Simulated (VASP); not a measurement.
# TaN in VASP: a series of runs

TaN is run at these levels: PBE; tasks: electric field gradients.

Program: VASP 6.6.1. These are calculated values, not measurements. Logs are shortened: lines on timing, memory, paths and dates and some standing lists are left out, and cuts for length are marked.

### 1 The cell of the first run

The typed cell holds 6 atoms: a = 5.186 Å, b = 5.140 Å, c = 2.908 Å, α = 89.57°, β = 88.85°, γ = 119.13°.

### 2 Electric field gradients, PBE (equal xy, yz and zx shear strains of +2 %)

The input, INCAR:

```
ALGO = Normal ; EDIFF = 1E-8
ENCUT = 520 ; GGA = PE
ISIF = 2 ; ISMEAR = -1
LASPH = T ; LCHARG = F
LEFG = T ; LREAL = F
LWAVE = F ; NBANDS = 33
NELM = 60 ; PREC = Accurate
SIGMA = 0.03
```

The input, KPOINTS:

```
k-points
0
Gamma
  5 5 8
```

The input, POSCAR:

```
TaN
1.0
    5.1849992558      0.0518499926      0.0518499926
   -2.5475962172      4.4644160778      0.0189784145
    0.0290800000      0.0290800000      2.9080000000
Ta N
3 3
Direct
    0.0000000000      0.0000000000      0.0000000000
    0.3333333333      0.6666666667      0.5000000000
    0.6666666667      0.3333333333      0.5000000000
    0.5000000000      0.0000000000      0.0000000000
    0.5000000000      0.5000000000      0.0000000000
    0.0000000000      0.5000000000      0.0000000000
```

Potentials or basis: VASP PAW PBE potentials, release 64 (Ta_pv, N).

The run is started by

```
$ cat potpaw_PBE.64/Ta_pv/POTCAR potpaw_PBE.64/N/POTCAR > POTCAR
$ mpirun -np 1 vasp_std > vasp.out
```

OUTCAR:

```text
EDIFF = 1E-8
   ENCUT = 520
   GGA = PE
   ISIF = 2
   ISMEAR = -1
   LASPH = T
   LREAL = F
   NELM = 60
   PREC = Accurate

 ion  position               nearest neighbor table
   1  0.000  0.000  0.000-   6 2.57   6 2.57   4 2.59   4 2.59   5 2.62   5 2.62   2 3.30   3 3.30
                             3 3.30   2 3.30   2 3.31   3 3.31   3 3.32   2 3.32   3 3.35   2 3.35
   2  0.333  0.667  0.500-   4 2.07   6 2.07   5 2.07   5 2.09   4 2.11   6 2.12   3 2.97   3 2.99
                             3 3.02   1 3.30   1 3.30   1 3.31   1 3.32   1 3.35   1 3.39
   3  0.667  0.333  0.500-   4 2.07   6 2.07   5 2.07   5 2.09   4 2.11   6 2.12   2 2.97   2 2.99
                             2 3.02   1 3.30   1 3.30   1 3.31   1 3.32   1 3.35   1 3.39
   4  0.500  0.000  0.000-   2 2.07   3 2.07   2 2.11   3 2.11   1 2.59   1 2.59
   5  0.500  0.500  0.000-   2 2.07   3 2.07   2 2.09   3 2.09   1 2.62   1 2.62
   6  0.000  0.500  0.000-   3 2.07   2 2.07   2 2.12   3 2.12   1 2.57   1 2.57

  LATTYP: Found a triclinic cell.
 ALAT       =     5.8942017873
 B/A-ratio  =     0.4934155447
 C/A-ratio  =     0.8720767365
 COS(alpha) =     0.0074204947
 COS(beta)  =     0.4319766960
 COS(gamma) =     0.4757357861

  Lattice vectors:

 A1 = (  -5.1559192558,  -0.0227699926,   2.8561500074)
 A2 = (   0.0290800000,   0.0290800000,   2.9080000000)
 A3 = (  -2.5475962172,   4.4644160778,   0.0189784145)

Analysis of symmetry for initial positions (statically):
=====================================================================
 Subroutine PRICEL returns:
 Original cell was already a primitive cell.

 Routine SETGRP: Setting up the symmetry group for a
 triclinic supercell.

 Subroutine GETGRP returns: Found  2 space group operations
 (whereof  2 operations were pure point group operations)
 out of a pool of  2 trial point group operations.

The static configuration has the point symmetry S_2 .

Analysis of symmetry for dynamics (positions and initial velocities):
=====================================================================
 Subroutine PRICEL returns:
 Original cell was already a primitive cell.

 Routine SETGRP: Setting up the symmetry group for a
 triclinic supercell.

 Subroutine GETGRP returns: Found  2 space group operations
 (whereof  2 operations were pure point group operations)
[... 168 lines left out ...]
      3     -27.6004      2.00000
      4     -27.5876      2.00000
      5     -27.3714      2.00000
      6     -27.2622      2.00000
[... 853 lines left out ...]
     32      11.7422      0.00000
     33      12.0811      0.00000

 [... further k-points ...]

------------------------ aborting loop because EDIFF is reached ----------------------------------------

  FORCE on cell =-STRESS in cart. coord.  units (eV):
  Direction    XX          YY          ZZ          XY          YZ          ZX
  --------------------------------------------------------------------------------------
  -------------------------------------------------------------------------------------
  Total        4.6694840      4.7963275      5.2232424     -1.0199728     -1.7539932     -1.7534477
  in kB      110.5316061    113.5341262    123.6396504    -24.1438318    -41.5188669    -41.5059547
  external PRESSURE =     115.9017943 kB  Pullay stress =       0.0000000 kB

 VOLUME and BASIS-vectors are now :
 -----------------------------------------------------------------------------
  energy-cutoff  :      520.00
  volume of cell :       67.69
      direct lattice vectors                 reciprocal lattice vectors
     5.184999256  0.051849993  0.051849993     0.191799562  0.109462247 -0.003012618
    -2.547596217  4.464416078  0.018978414    -0.002205390  0.222744340 -0.002205390
     0.029080000  0.029080000  2.908000000    -0.003405416 -0.003405416  0.343947063

 POSITION                                       TOTAL-FORCE (eV/Angst)
 -----------------------------------------------------------------------------------
      0.00000      0.00000      0.00000        -0.000000     -0.000000     -0.000000
      0.04448      3.00810      1.48394        -0.255016     -0.001097      0.024989
      2.62201      1.53725      1.49489         0.255016      0.001097     -0.024989
      2.59250      0.02592      0.02592        -0.000000     -0.000000     -0.000000
      1.31870      2.25813      0.03541         0.000000     -0.000000     -0.000000
     -1.27380      2.23221      0.00949         0.000000     -0.000000     -0.000000
 -----------------------------------------------------------------------------------
    total drift:                               -0.000000      0.000000     -0.000000

  FREE ENERGIE OF THE ION-ELECTRON SYSTEM (eV)
  ---------------------------------------------------
  free  energy   TOTEN  =       -64.6766459219 eV

  energy  without entropy=      -64.6734808078  energy(sigma->0) =      -64.67506336

 Electric field gradients (V/A^2)
---------------------------------------------------------------------
 ion       V_xx      V_yy      V_zz      V_xy      V_xz      V_yz
---------------------------------------------------------------------
   1     169.595   167.127  -336.721    19.227    21.403    21.213
   2     182.016   182.875  -364.891    14.069    49.940    49.934
   3     182.016   182.875  -364.891    14.069    49.940    49.934
   4      32.497   -28.509    -3.989     1.741     0.639     3.731
   5     -12.986    16.814    -3.828    27.459     1.573    -0.062
   6     -13.505    17.663    -4.158   -25.178     4.225     2.740
---------------------------------------------------------------------

 Electric field gradients after diagonalization (V/A^2)
 (convention: |V_zz| > |V_xx| > |V_yy|)
----------------------------------------------------------------------
 ion       V_xx      V_yy      V_zz     asymmetry (V_yy - V_xx)/ V_zz
----------------------------------------------------------------------
   1     189.352   149.096  -338.448       0.119
   2     205.267   168.372  -373.638       0.099
   3     205.267   168.372  -373.638       0.099
   4     -29.107    -3.455    32.562       0.788
   5     -29.402    -3.768    33.170       0.773
   6     -28.566    -3.127    31.693       0.803
----------------------------------------------------------------------

           NMR quadrupolar parameters

 Cq : quadrupolar parameter    Cq=e*Q*V_zz/h
 eta: asymmetry parameters     (V_yy - V_xx)/ V_zz
 Q  : nuclear electric quadrupole moment in mb (millibarn)
----------------------------------------------------------------------
 ion       Cq(MHz)       eta       Q (mb)
----------------------------------------------------------------------
   1      -0.818       0.119       1.000
   2      -0.903       0.099       1.000
   3      -0.903       0.099       1.000
   4       0.079       0.788       1.000
   5       0.080       0.773       1.000
   6       0.077       0.803       1.000
----------------------------------------------------------------------
```

stdout:

```text
POSCAR found type information on POSCAR TaN
 POSCAR found :  2 types and       6 ions
 scaLAPACK will be used
 LDA part: xc-table for (Slater+PW92), standard interpolation
 POSCAR, INCAR and KPOINTS ok, starting setup
 FFT: planning ... GRIDC
 FFT: planning ... GRID_SOFT
 FFT: planning ... GRID
 WAVECAR not read
 entering main loop
ion   1
     0.0000657    -0.2789080    -0.4989510     5.8072290    -0.5026501    -0.0775666
     0.0000905    -0.2789080    -0.4989510     5.8072290    -0.5026501    -0.0775666
     0.0001247    -0.2789080    -0.4989510     5.8072291    -0.5026501    -0.0775666
     0.0001717    -0.2789080    -0.4989510     5.8072292    -0.5026501    -0.0775666

     0.0000657   -17.7880663   -19.5809301   269.6347310   -19.7547978    -1.1396919
     0.0000905   -17.7814966   -19.5772144   269.6123681   -19.7510148    -1.1397239
     0.0001247   -17.7714810   -19.5716378   269.5818387   -19.7453346    -1.1397730
     0.0001717   -17.7562786   -19.5633110   269.5410682   -19.7368487    -1.1398481
[... 45 lines left out ...]
ion   6
     0.0000281    12.9061765    -1.3828781     2.6393195    -2.2157721     7.8648834
     0.0000381    12.9061764    -1.3828781     2.6393195    -2.2157721     7.8648834
     0.0000517    12.9061763    -1.3828781     2.6393195    -2.2157721     7.8648833
     0.0000701    12.9061761    -1.3828781     2.6393195    -2.2157721     7.8648832

     0.0000281    25.9807331    -2.8934871     4.4987950    -4.5643460    15.9655052
     0.0000381    25.9807307    -2.8934868     4.4987947    -4.5643456    15.9655037
     0.0000517    25.9807266    -2.8934864     4.4987941    -4.5643448    15.9655012
     0.0000701    25.9807199    -2.8934856     4.4987932    -4.5643436    15.9654970
```

Wall time 2 min (1 thread of Intel Xeon 6975P-C (Granite Rapids), shared host); peak memory 0.3 GiB.

Results:

```
Free energy                             : -64.6766 eV
Pressure                                : 11.6 GPa
Largest force                           : 0.256 eV/Å
Band gap on the k mesh                  : zero (bands 24 and 25 overlap by 1.89 eV)
Largest electric field gradient by atom : Ta -338.4, -373.6 (each value once); N +32.6, +33.2, +31.7 V/Å²
```

Forces on the atoms (eV/Å):
```
Ta   0.000  0.000  0.000
Ta  -0.255 -0.001  0.025
Ta   0.255  0.001 -0.025
N    0.000  0.000  0.000
N    0.000  0.000  0.000
N    0.000  0.000  0.000
```

Stress tensor (GPa, compression positive):
```
11.05 -2.41 -4.15
-2.41 11.35 -4.15
-4.15 -4.15 12.36
```

Levels at points of the mesh, in eV from the Fermi level:
```
           k point  band 22  band 23  band 24  band 25  band 26  band 27
(0.00, 0.00, 0.00)    -2.52    -2.08    -1.39    -1.11     0.78     0.81
(0.00, 0.00, 0.50)    -3.08    -1.95     0.79     0.96     1.45     1.73
```

Electric field gradients, principal values (V/Å²):
```csv
atom,least,middle,greatest (by size)
1 Ta,149.096,189.352,-338.448
2 Ta,168.372,205.267,-373.638
3 Ta,168.372,205.267,-373.638
4 N,-3.455,-29.107,32.562
5 N,-3.768,-29.402,33.170
6 N,-3.127,-28.566,31.693
```

Caveat: the cell differs from its parent crystal (equal xy, yz and zx shear strains of +2 %); the cell stands under pressure; without QUAD_EFG the Cq values of the log hold for a quadrupole moment of 1 mb, not for the nuclei; spin-orbit coupling is left out, which moves the levels of the heavy elements.

### 3 Electric field gradients, PBE (equal xx and yy strain of -3 %)

The input, INCAR:

```
SYSTEM = TaN
PREC = Accurate ; ENCUT = 520
EDIFF = 1E-8 ; ISMEAR = -1
SIGMA = 0.03 ; LREAL = .FALSE.
LASPH = .TRUE. ; NELM = 60
ALGO = Normal ; ISIF = 2
LWAVE = .FALSE. ; LCHARG = .FALSE.
GGA = PE ; LEFG = .TRUE.
NBANDS = 33
```

The input, KPOINTS:

```
regular mesh
0
G
  5 5 8
  0 0 0
```

POSCAR, as its differences from that of step 2:

```diff
@@ -2,5 +2,5 @@
 1.0
-    5.1849992558      0.0518499926      0.0518499926
-   -2.5475962172      4.4644160778      0.0189784145
-    0.0290800000      0.0290800000      2.9080000000
+    5.0294492781      0.0000000000      0.0000000000
+   -2.5147246391      4.3556308419      0.0000000000
+    0.0000000000      0.0000000000      2.9080000000
 Ta N
```

Potentials or basis: VASP PAW PBE potentials, release 64 (Ta_pv, N).

The run is started by

```
$ cat potpaw_PBE.64/Ta_pv/POTCAR potpaw_PBE.64/N/POTCAR > POTCAR
$ mpirun -np 1 vasp_std > vasp.out
```

OUTCAR:

```text
SYSTEM = TaN
   PREC = Accurate
   ENCUT = 520
   EDIFF = 1E-8
   ISMEAR = -1
   LREAL = .FALSE.
   LASPH = .TRUE.
   NELM = 60
   ISIF = 2
   GGA = PE

 ion  position               nearest neighbor table
   1  0.000  0.000  0.000-   5 2.51   5 2.51   4 2.51   4 2.51   6 2.51   6 2.51   3 3.25   3 3.25
                             2 3.25   2 3.25   2 3.25   3 3.25   2 3.25   3 3.25   2 3.25   3 3.25
   2  0.333  0.667  0.500-   6 2.05   6 2.05   4 2.05   4 2.05   5 2.05   5 2.05   3 2.90   3 2.90
                             3 2.90   1 3.25   1 3.25   1 3.25   1 3.25   1 3.25   1 3.25
   3  0.667  0.333  0.500-   6 2.05   6 2.05   4 2.05   4 2.05   5 2.05   5 2.05   2 2.90   2 2.90
                             2 2.90   1 3.25   1 3.25   1 3.25   1 3.25   1 3.25   1 3.25
   4  0.500  0.000  0.000-   2 2.05   3 2.05   2 2.05   3 2.05   1 2.51   1 2.51
   5  0.500  0.500  0.000-   2 2.05   3 2.05   2 2.05   3 2.05   1 2.51   1 2.51
[... 1113 lines left out ...]

 Electric field gradients after diagonalization (V/A^2)
 (convention: |V_zz| > |V_xx| > |V_yy|)
----------------------------------------------------------------------
 ion       V_xx      V_yy      V_zz     asymmetry (V_yy - V_xx)/ V_zz
----------------------------------------------------------------------
   1     157.962   157.960  -315.922       0.000
   2     195.590   195.589  -391.179       0.000
   3     195.590   195.589  -391.179       0.000
   4     -33.273    -2.015    35.288       0.886
   5     -33.275    -2.015    35.290       0.886
   6     -33.273    -2.015    35.288       0.886
----------------------------------------------------------------------

           NMR quadrupolar parameters

 Cq : quadrupolar parameter    Cq=e*Q*V_zz/h
 eta: asymmetry parameters     (V_yy - V_xx)/ V_zz
 Q  : nuclear electric quadrupole moment in mb (millibarn)
----------------------------------------------------------------------
 ion       Cq(MHz)       eta       Q (mb)
----------------------------------------------------------------------
   1      -0.764       0.000       1.000
   2      -0.946       0.000       1.000
   3      -0.946       0.000       1.000
   4       0.085       0.886       1.000
   5       0.085       0.886       1.000
   6       0.085       0.886       1.000
----------------------------------------------------------------------
```

stdout:

```text
POSCAR found type information on POSCAR TaN
 POSCAR found :  2 types and       6 ions
 scaLAPACK will be used
 LDA part: xc-table for (Slater+PW92), standard interpolation
 POSCAR, INCAR and KPOINTS ok, starting setup
 FFT: planning ... GRIDC
 FFT: planning ... GRID_SOFT
 FFT: planning ... GRID
 WAVECAR not read
 entering main loop
ion   1

ion   2

ion   3

ion   4

ion   5

ion   6
```

Run time: 1.8 min. Hardware: 1 thread of Intel Xeon 8259CL, shared host; peak memory 0.21 GiB.

What came out:

- Free energy: -64.1729 eV
- Pressure: 32.4 GPa
- Band gap on the k mesh: zero (bands 24 and 25 overlap by 2.28 eV)
- Largest electric field gradient by atom: Ta -315.9, -391.2 (each value once); N +35.3 V/Å²

Electric field gradients, principal values (V/Å²):
```
atom    least   middle  greatest (by size)
1 Ta  157.960  157.962            -315.922
2 Ta  195.589  195.590            -391.179
3 Ta  195.589  195.590            -391.179
 4 N   -2.015  -33.273              35.288
 5 N   -2.015  -33.275              35.290
 6 N   -2.015  -33.273              35.288
```

Caveat: the cell differs from its parent crystal (equal xx and yy strain of -3 %); the cell stands under pressure; without QUAD_EFG the Cq values of the log hold for a quadrupole moment of 1 mb, not for the nuclei; spin-orbit coupling is left out, which moves the levels of the heavy elements.

[end of part 1 of 2]
